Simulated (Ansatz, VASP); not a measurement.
**Zr4W in VASP and in Ansatz**

```xyz
5
Lattice="3.6577 0.0000 0.0000 0.0000 3.6577 0.0000 0.0000 0.0000 8.7801" Properties=species:S:1:pos:R:3 pbc="T T T"
Zr    1.8288    1.8288    0.0000
Zr    0.0000    0.0000    2.9328
Zr    0.0000    0.0000    5.8473
Zr    0.0000    0.0000    0.0000
W     1.8288    1.8288    4.3900
```

Alike in both runs: functional PBE; k mesh 10 × 10 × 6; occupations gaussian, width 0.1 eV; no spin polarisation.

Ansatz relaxed the structure, and its values are those at the end. VASP's run is a single point on that final structure, the one shown.

|  | VASP | Ansatz |
| --- | --- | --- |
| version | VASP 6.6.1 | Ansatz 0.2.0 |
| potentials or method | VASP PAW PBE potentials, release 64 (Zr_sv, W_sv), cutoff 520 eV | scalar-relativistic, plane waves, PAW |
| valence electrons in the cell | 62 | 62 |

Ansatz gave:

```
gap on the k mesh at the Fermi level (eV) : none
pressure (GPa)                            : 0.0
rms of the force components (eV/Å)        : 0.003
```

Q: What did VASP give for the same quantities?

A: gap on the k mesh at the Fermi level (eV): none; pressure (GPa): 0.1; rms of the force components (eV/Å): 0.001.

A gap of «none» marks a metal or a gap that the smearing closes. With one functional, cell and mesh, what is left measures potentials, basis and numerics.

Spin-orbit coupling is off throughout.
